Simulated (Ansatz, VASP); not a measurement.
# Two plane-wave programs on InSb

POSCAR

```
InSb
1.0
    0.0000000000      3.0449757946      3.0449757946
    3.0449757946      0.0000000000      3.0449757946
    3.0449757946      3.0449757946      0.0000000000
In Sb
1 1
Direct
    0.0000000000      0.0000000000      0.0000000000
    0.5000000000      0.5000000000      0.5000000000
```

The input INCAR.step1:

```
SYSTEM = InSb
PREC     = Accurate       ! precision mode
ENCUT    = 520            ! plane-wave cutoff, eV
ISMEAR   = -1             ! smearing method
SIGMA    = 0.05           ! smearing width, eV
LREAL    = .FALSE.        ! projectors in reciprocal space
LASPH    = .TRUE.         ! aspherical terms in the spheres
NELM     = 80             ! most SCF steps
NBANDS   = 16             ! bands
GGA      = PE             ! functional
ALGO     = Normal         ! electronic algorithm
EDIFF    = 1E-4           ! SCF threshold, eV
LWAVE    = .TRUE.         ! write WAVECAR
LCHARG   = .FALSE.        ! write CHGCAR
```

File INCAR.step2:

```
SYSTEM = InSb
PREC     = Accurate       ! precision mode
ENCUT    = 520            ! plane-wave cutoff, eV
EDIFF    = 1E-7           ! SCF threshold, eV
ISMEAR   = -1             ! smearing method
SIGMA    = 0.05           ! smearing width, eV
LREAL    = .FALSE.        ! projectors in reciprocal space
LASPH    = .TRUE.         ! aspherical terms in the spheres
NELM     = 80             ! most SCF steps
ALGO     = Normal         ! electronic algorithm
ISIF     = 2              ! what is computed and relaxed
LWAVE    = .FALSE.        ! write WAVECAR
LCHARG   = .FALSE.        ! write CHGCAR
METAGGA  = R2SCAN         ! meta-GGA
LMIXTAU  = .TRUE.       
NBANDS   = 16             ! bands
ISTART   = 1
```

Contents of KPOINTS:

```
regular mesh
0
G
  12 12 12
  0 0 0
```

Input for Ansatz:

```yaml
crystal:
  lattice:
    - [0.0, 3.0449757946, 3.0449757946]
    - [3.0449757946, 0.0, 3.0449757946]
    - [3.0449757946, 3.0449757946, 0.0]
  atoms:
    - { symbol: In, position: [0.0, 0.0, 0.0] }
    - { symbol: Sb, position: [0.5, 0.5, 0.5] }
kpoints:
  mp_grid: { grid: [12, 12, 12] }
  band_path:
    path:
      - [0.0, 0.0, 0.0]
      - [0.5, 0.0, 0.5]
      - [0.625, 0.25, 0.625]
      - [0.375, 0.375, 0.75]
      - [0.0, 0.0, 0.0]
      - [0.5, 0.5, 0.5]
      - [0.5, 0.25, 0.75]
      - [0.5, 0.0, 0.5]
    npoints: 8
scf:
  occupations: { method: fermi_dirac, width: 0.05 }
  eigensolver: { kind: davidson }
hamiltonian:
  xc: r2scan
  pseudopotentials: { kind: paw }
output:
  forces: true
  stress: true
  eigenvalues: true
  populations: true
basis:
  xc_grid: 3
```

Alike in both runs: task single point; functional r2SCAN; k mesh 12 × 12 × 12; occupations fermi-dirac, width 0.05 eV; no spin polarisation.

|  | VASP | Ansatz |
| --- | --- | --- |
| version | VASP 6.6.1 | Ansatz 0.2.0 |
| potentials or method | VASP PAW PBE potentials, release 64 (In_d, Sb) | PAW with Ansatz's default frozen-core files, scalar-relativistic |
| plane-wave cutoff (eV) | 520 | 500 |
| valence electrons in the cell | 18 | 28 |

```csv
,VASP,Ansatz,Ansatz less VASP
gap on the k mesh at the Fermi level (eV),none,none,-
pressure (GPa),0.0,0.0,-0.04
```

VASP's potentials were made for PBE, not for r2SCAN. A gap of «none» marks a metal or a gap that the smearing closes. With one functional, cell and mesh, what is left measures potentials, basis and numerics. VASP's potentials hold 18 valence electrons a cell and Ansatz's 28, so a difference there can come from the potentials and not from the codes.

Spin-orbit coupling is off throughout.
